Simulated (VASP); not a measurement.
Wanted: the native input for a VASP 6.6.1 run.

- Task: single point
- Functional: PBE
- Potentials or basis: VASP PAW PBE potentials, release 64 (In_d)
- Cutoff: 520 eV
- k mesh: 18 × 18 × 18
- Occupations: gaussian, width 0.1 eV
- Spin: no spin polarisation
- Dipole correction: no
- Further INCAR settings: ALGO = Fast; EDIFF = 1e-06; NBANDS = 12

The structure of In lies in POSCAR:

```
In
1.0
   -1.6243845108      1.6243845108      2.2924552057
    1.6243845108     -1.6243845108      2.2924552057
    1.6243845108      1.6243845108     -2.2924552057
In
1
Direct
    0.0000000000      0.0000000000      0.0000000000
```

This isn't the form of In at room conditions, which is tetragonal.

One way to write it, as run:

INCAR

```
SYSTEM = In
PREC = Accurate
ENCUT = 520
EDIFF = 1E-6
ISMEAR = 0
SIGMA = 0.1
LREAL = .False.
LASPH = .True.
NELM = 100
ALGO = Fast
ISIF = 2
LWAVE = .False.
LCHARG = .False.
GGA = PE
NBANDS = 12
```

KPOINTS

```
Automatic mesh
0
Gamma
  18 18 18
  0 0 0
```

Potentials or basis: VASP PAW PBE potentials, release 64 (In_d).

Run with:

```sh
$ cat potpaw_PBE.64/In_d/POTCAR > POTCAR
$ mpirun -np 1 vasp_std > vasp.out
```

It gave:

```json
{
  "Pressure": "6.3 GPa",
  "Band gap on the k mesh": "zero (an odd number of electrons rules out a gap without spin polarisation)"
}
```

Caveat: the cell stands under pressure; spin-orbit coupling is left out, which moves the levels of the heavy elements.

It took 110 s on 1 thread of AMD EPYC 7R43 64-Core Processor (Zen 3) (shared host), peak memory 0.2 GiB.
